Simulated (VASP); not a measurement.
CdF2: single point with PBEsol

The system is CdF2.

```
CELL_PARAMETERS angstrom
0.00000 2.72945 2.72945
2.72945 0.00000 2.72945
2.72945 2.72945 0.00000
ATOMIC_POSITIONS crystal
Cd 0.00000 0.00000 0.00000
F 0.75000 0.75000 0.75000
F 0.25000 0.25000 0.25000
```

| Property | Result |
| --- | --- |
| Program | VASP 6.6.1 |
| Task | single point |
| Functional | PBEsol |
| Potentials or basis | VASP PAW PBE potentials, release 64 (Cd_sv_GW, F) |
| Cutoff | 700 eV |
| k mesh | 9 × 9 × 9 |
| Occupations | fermi-dirac, width 0.05 eV |
| Spin | no spin polarisation |

```yaml
Pressure: -4.4 GPa
Band_gap_on_the_k_mesh: 2.82 eV (least direct gap 3.33 eV)
```

Levels at points of the mesh, in eV from the valence-band top:
```csv
k point,band 14,band 15,band 16,band 17,band 18,band 19,band 20,band 21
"(0.00, 0.00, 0.00)",-0.87,-0.51,-0.51,-0.51,2.82,12.35,12.35,12.35
```

Wall time 71 s on 1 thread of Intel(R) Xeon(R) 6975P-C (Granite Rapids) (shared host), peak memory 0.24 GiB.

Caveat: the cell stands under tension; the PAW data sets were made with another functional, which shifts forces and pressure a little; an odd mesh through Γ misses points on the zone boundary, where band edges can lie. As with any semilocal functional, this PBEsol gap is likely too small.
